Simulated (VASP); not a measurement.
Input of a VASP 6.6.1 run:

The input INCAR:

```
SYSTEM = SnGe2Se3
PREC = Accurate ; ENCUT = 520
EDIFF = 1E-7 ; ISMEAR = 0
SIGMA = 0.1 ; LREAL = .FALSE.
LASPH = .TRUE. ; NELM = 60
ALGO = Normal ; ISIF = 2
LWAVE = .FALSE. ; LCHARG = .FALSE.
GGA = PE ; NBANDS = 39
```

KPOINTS

```
Automatic mesh
0
G
  6 6 6
  0 0 0
```

POSCAR

```
SnGe2Se3
1.0
   -2.0740479300      2.0740479300      8.7994401200
    2.0740479300     -2.0740479300      8.7994401200
    2.0740479300      2.0740479300     -8.7994401200
Sn Ge Se
1 2 3
Direct
    0.5000000000      0.5000000000      0.0000000000
    0.8333333300      0.8333333300      0.0000000000
    0.1666666700      0.1666666700      0.0000000000
    0.6666666700      0.6666666700      0.0000000000
    0.0000000000      0.0000000000      0.0000000000
    0.3333333300      0.3333333300      0.0000000000
```

Potentials or basis: VASP PAW PBE potentials, release 64 (Sn_d, Ge_d, Se).

Command:

```sh
$ cat potpaw_PBE.64/Sn_d/POTCAR potpaw_PBE.64/Ge_d/POTCAR potpaw_PBE.64/Se/POTCAR > POTCAR
$ mpirun -np 1 vasp_std > vasp.out
```

Problem. Predict the largest force.

Solution. 0.413 eV/Å.

Problem. Estimate the pressure.

Solution. -1.5 GPa.

Forces on the atoms (eV/Å):
```
Sn   0.000  0.000  0.000
Ge   0.000  0.000 -0.145
Ge   0.000  0.000  0.145
Se   0.000  0.000  0.413
Se   0.000  0.000  0.000
Se   0.000  0.000 -0.413
```
